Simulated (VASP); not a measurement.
HfO2, 6 atoms in the cell. It takes space group P4_2/nmc (No. 137, tetragonal). Conventional cell: a = 3.582 Å, b = 3.582 Å, c = 5.206 Å, α = 90.00°, β = 90.00°, γ = 90.00°. Within 2.7 Å of Hf (site symmetry -4m2) lie 8 O at 2.06 to 2.39 Å. Within 2.7 Å of O (site symmetry 2mm) lie 4 Hf at 2.06 to 2.39 Å and 6 O at 2.59 to 2.60 Å. 

- Program: VASP 6.6.1
- Task: single point
- Functional: PBE
- Potentials or basis: VASP PAW PBE potentials, release 64 (Hf_pv, O)
- Cutoff: 520 eV
- k mesh: 8 × 8 × 5
- Occupations: fermi-dirac, width 0.05 eV
- Spin: no spin polarisation
- Dipole correction: no
- Further INCAR settings: ALGO = Normal; EDIFF = 1e-07; NBANDS = 31

Potentials or basis: VASP PAW PBE potentials, release 64 (Hf_pv, O).

Launch:

```bash
$ cat potpaw_PBE.64/Hf_pv/POTCAR potpaw_PBE.64/O/POTCAR > POTCAR
$ mpirun -np 1 vasp_std > vasp.out
```

Hardware: 1 thread of Intel(R) Xeon(R) 6975P-C (Granite Rapids), on a shared host.

Q: Estimate the wall time of this run.

A: Wall time 42 s on 1 thread of Intel(R) Xeon(R) 6975P-C (Granite Rapids), with other jobs on the host, peak memory 0.22 GiB. Counts: scf iterations 16, k points 45.
